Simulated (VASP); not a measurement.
# ZrSe2: single point with LDA

**Measured values to compare with.**

From “Stress-Tuned Optical Transitions in Layered 1T-MX2 (M= Hf, Zr, Sn; X= S, Se) Crystals”, 2022, arxiv:2210.12074, for a bulk crystal of ZrSe2: band gap 1.2 eV (indirect).

Crystal: ZrSe2.

```
CELL_PARAMETERS angstrom
3.69151 0.00000 0.00000
-1.84576 3.19694 0.00000
0.00000 0.00000 5.94930
ATOMIC_POSITIONS crystal
Zr 0.00000 0.00000 0.00000
Se 0.33333 0.66667 0.26648
Se 0.66667 0.33333 0.73352
```

```json
{"Program": "VASP 6.6.1", "Task": "single point", "Functional": "LDA", "Potentials or basis": "VASP PAW LDA potentials, release 64 (Zr_sv, Se)", "Cutoff": "500 eV", "k mesh": "10 × 10 × 6", "Occupations": "fermi-dirac, width 0.08 eV", "Spin": "no spin polarisation"}
```

```json
{
  "Pressure": "0.2 GPa",
  "Largest force": "0.040 eV/Å",
  "Band gap on the k mesh": "zero (band 12 reaches 5.42 eV, above the bottom of band 13 at 5.26 eV)"
}
```

Forces on the atoms (eV/Å):
```
Zr   0.000  0.000  0.000
Se   0.000  0.000  0.040
Se   0.000  0.000 -0.040
```

Levels at points of the mesh, in eV from the Fermi level:
| k point | band 9 | band 10 | band 11 | band 12 | band 13 | band 14 | band 15 | band 16 |
| --- | --- | --- | --- | --- | --- | --- | --- | --- |
| (0.00, 0.00, 0.00) | -2.77 | 0.01 | 0.01 | 0.13 | 0.97 | 0.97 | 1.23 | 4.12 |
| (0.50, 0.00, 0.00) | -3.04 | -2.58 | -2.54 | -1.53 | 0.25 | 2.66 | 3.11 | 4.77 |
| (0.00, 0.00, 0.50) | -2.68 | -2.68 | -0.30 | -0.30 | 0.93 | 0.93 | 1.82 | 4.78 |
| (0.50, 0.00, 0.50) | -2.90 | -2.86 | -0.96 | -0.95 | -0.04 | 2.65 | 3.08 | 4.33 |

Run time: 37 s on 1 thread of Intel(R) Xeon(R) Platinum 8559C (Emerald Rapids), on a shared host, peak memory 0.22 GiB.

Measured gap of ZrSe2: 1.2 eV (indirect; quoted in “Stress-Tuned Optical Transitions in Layered 1T-MX2 (M= Hf, Zr, Sn; X= S, Se) Crystals”, 2022, arxiv:2210.12074). This calculation gives 0.00 eV (-1.20 eV). So large a miss can be the level of theory's own, or it may mean another phase, state or a wrong row. Spin-orbit coupling on Se, Zr is left out. The value is that of LDA on a finite k mesh, which can miss the band edges, without temperature or zero-point motion. Semilocal functionals fall short of measured gaps as a rule.
